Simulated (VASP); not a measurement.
Set up this calculation in VASP 6.6.1, as the native input.

* Task: single point
* Functional: LDA
* Potentials or basis: VASP PAW LDA potentials, release 64 (Ti_sv, Zn)
* Cutoff: 520 eV
* k mesh: 9 × 9 × 9
* Occupations: fermi-dirac, width 0.05 eV
* Spin: no spin polarisation
* Dipole correction: no
* Further INCAR settings: ALGO = Normal; EDIFF = 1e-06; NBANDS = 32

The structure of TiZn3 lies in POSCAR:

```
TiZn3
1.0
    3.8928780000      0.0000000000      0.0000000000
    0.0000000000      3.8928780000      0.0000000000
    0.0000000000      0.0000000000      3.9322000000
Ti Zn
1 3
Direct
    0.0000000000      0.0000000000      0.0000000000
    0.0000000000      0.5000000000      0.5000000000
    0.5000000000      0.0000000000      0.5000000000
    0.5000000000      0.5000000000      0.0000000000
```

This cell differs from its parent crystal: equal xx and yy strain of -1 %.

One way to write it, as run:

INCAR

```
PREC = Accurate
ENCUT = 520
EDIFF = 1E-6
ISMEAR = -1
SIGMA = 0.05
LREAL = False
LASPH = True
NELM = 100
ALGO = Normal
ISIF = 2
LWAVE = False
LCHARG = False
GGA = CA
NBANDS = 32
```

KPOINTS

```
regular mesh
0
Gamma
  9 9 9
```

Potentials or basis: VASP PAW LDA potentials, release 64 (Ti_sv, Zn).

Launch:

```sh
$ cat potpaw_LDA.64/Ti_sv/POTCAR potpaw_LDA.64/Zn/POTCAR > POTCAR
$ mpirun -np 1 vasp_std > vasp.out
```

It gave:

```yaml
Pressure: -7.8 GPa
Band_gap_on_the_k_mesh: zero (bands 24 and 25 overlap by 1.87 eV)
```

Caveat: the cell differs from its parent crystal (equal xx and yy strain of -1 %); the cell stands under tension.

Wall time 58 s on 1 thread of Intel(R) Xeon(R) 6975P-C (Granite Rapids), on a shared host, peak memory 0.23 GiB.
